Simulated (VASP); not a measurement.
The system is Si2Mo.

```
CELL_PARAMETERS angstrom
-1.58926 1.58926 3.90412
1.58926 -1.58926 3.90412
1.58926 1.58926 -3.90412
ATOMIC_POSITIONS crystal
Mo 0.00000 0.00000 0.00000
Si 0.66700 0.66700 0.00000
Si 0.33300 0.33300 0.00000
```

Base run:

- Program: VASP 6.6.1
- Functional: PBE
- Potentials or basis: VASP PAW PBE potentials, release 64 (Mo_sv, Si)
- Cutoff: 520 eV
- k mesh: 12 × 12 × 12
- Occupations: fermi-dirac, width 0.05 eV
- Spin: no spin polarisation

Its results: band gap on the k mesh zero (bands 11 and 12 overlap by 1.05 eV); pressure 7.0 GPa; largest force 0.242 eV/Å.

The run is repeated on the same cell with these changes: functional from PBE to r2SCAN. What comes out?

Band gap on the k mesh zero (bands 11 and 12 overlap by 1.13 eV); pressure 3.6 GPa; largest force 0.311 eV/Å.

Caveats: the cell stands under pressure; the PAW data sets were made with another functional, which shifts forces and pressure a little (at least some runs).
